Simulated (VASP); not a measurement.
GeS, 8 atoms in the cell. The structure is orthorhombic, space group Pnma (No. 62). Conventional cell: a = 10.294 Å, b = 3.664 Å, c = 4.149 Å, α = 90.00°, β = 90.00°, γ = 90.00°. Within 3.3 Å of Ge (site symmetry m) lie 6 S at 2.45 to 3.16 Å and 2 Ge at 3.22 Å. S (site symmetry m) has 6 Ge at 2.45 to 3.16 Å within 3.2 Å. 

```yaml
Program: VASP 6.6.1
Task: single point
Functional: PBEsol
Potentials_or_basis: VASP PAW PBE potentials, release 64 (Ge_d, S)
Cutoff: 500 eV
k_mesh: 4 × 8 × 6
Occupations: fermi-dirac, width 0.02 eV
Spin: no spin polarisation
Dipole_correction: no
Further_INCAR_settings: ALGO = Normal; EDIFF = 1e-06; NBANDS = 50
```

Potentials or basis: VASP PAW PBE potentials, release 64 (Ge_d, S).

Launch:

```sh
$ cat potpaw_PBE.64/Ge_d/POTCAR potpaw_PBE.64/S/POTCAR > POTCAR
$ mpirun -np 1 vasp_std > vasp.out
```

Hardware: 1 thread of Intel(R) Xeon(R) 6975P-C (Granite Rapids) (shared host).

Question: Estimate the wall time of this run.

Answer: Run time: 2.3 min on 1 thread of Intel(R) Xeon(R) 6975P-C (Granite Rapids) (shared host), peak memory 0.45 GiB. Counts: scf iterations 13, k points 60.
